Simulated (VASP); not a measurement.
A run of VASP 6.6.1 is set up as follows.

Contents of INCAR:

```
PREC = Accurate ; ENCUT = 520
EDIFF = 1E-7 ; ISMEAR = 0
SIGMA = 0.02 ; LREAL = F
LASPH = T ; NELM = 80
ALGO = Normal ; ISIF = 2
LWAVE = F ; LCHARG = T
GGA = PE ; LELF = T
LVHAR = T ; NBANDS = 45
```

File KPOINTS:

```
regular mesh
0
Gamma
  6 6 8
```

Contents of POSCAR:

```
Si3N4
1.0
    7.6636191384      0.0000000000      0.0000000000
   -3.8318095692      6.6368888588      0.0000000000
    0.0000000000      0.0000000000      2.9264354851
Si N
6 8
Direct
    0.7689127323      0.1750130934      0.2500000000
    0.5938996389      0.7689127323      0.7500000000
    0.8249869066      0.5938996389      0.2500000000
    0.2310872677      0.8249869066      0.7500000000
    0.4061003611      0.2310872677      0.2500000000
    0.1750130934      0.4061003611      0.7500000000
    0.0308339948      0.3300009333      0.2500000000
    0.7008330615      0.0308339948      0.7500000000
    0.6699990667      0.7008330615      0.2500000000
    0.9691660052      0.6699990667      0.7500000000
    0.2991669385      0.9691660052      0.2500000000
    0.3300009333      0.2991669385      0.7500000000
    0.6666666667      0.3333333333      0.2500000000
    0.3333333333      0.6666666667      0.7500000000
```

Potentials or basis: VASP PAW PBE potentials, release 64 (Si, N).

The run is started by

```console
$ cat potpaw_PBE.64/Si/POTCAR potpaw_PBE.64/N/POTCAR > POTCAR
$ mpirun -np 1 vasp_std > vasp.out
```

Estimate the pressure.

-0.3 GPa.

What does it give for the band gap on the k mesh?

4.26 eV (least direct gap 4.44 eV).

Estimate the largest force.

0.003 eV/Å.

Forces on the atoms (eV/Å):
```
Si   0.002  0.002  0.000
Si  -0.001  0.003  0.000
Si  -0.003  0.001  0.000
Si  -0.002 -0.002  0.000
Si   0.001 -0.003  0.000
Si   0.003 -0.001  0.000
N   -0.001 -0.002  0.000
N    0.002 -0.002  0.000
N    0.002  0.001  0.000
N    0.001  0.002  0.000
N   -0.002  0.002  0.000
N   -0.002 -0.001  0.000
N    0.000  0.000  0.000
N    0.000  0.000  0.000
```

A k mesh can miss the band edges. PBE gaps usually lie below the measured ones, often by a third to a half.
